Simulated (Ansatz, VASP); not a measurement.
## SrO in VASP and in Ansatz

```
Sr O
1.0
     4.14820    0.00000    0.00000
    -2.07410    3.59245    0.00000
     0.00000    0.00000   20.00000
Sr O
2 2
Direct
  0.00000 0.00000 0.37026
  0.00000 0.00000 0.62974
  0.33333 0.66667 0.43085
  0.33333 0.66667 0.56915
```

Change from the starting cell: species swapped into a sheet of the InAs type.

Alike in both runs: task single point; functional PBE; k mesh 6 × 6 × 1; occupations gaussian, width 0.1 eV; no spin polarisation.

|  | VASP | Ansatz |
| --- | --- | --- |
| version | VASP 6.6.1 | Ansatz 0.2.0 |
| potentials or method | VASP PAW PBE potentials, release 64 (Sr_sv, O), cutoff 520 eV | scalar-relativistic, plane waves, PAW |
| valence electrons in the cell | 32 | 32 |

|  | VASP | Ansatz | Ansatz less VASP |
| --- | --- | --- | --- |
| gap on the k mesh at the Fermi level (eV) | none | none | - |
| rms of the force components (eV/Å) | 1.874 | 1.888 | +0.0139 |

Atom by atom the forces differ by 0.014 eV/Å (rms over components). A gap of «none» marks a metal or a gap that the smearing closes. Ansatz's warnings: slab cell height set.
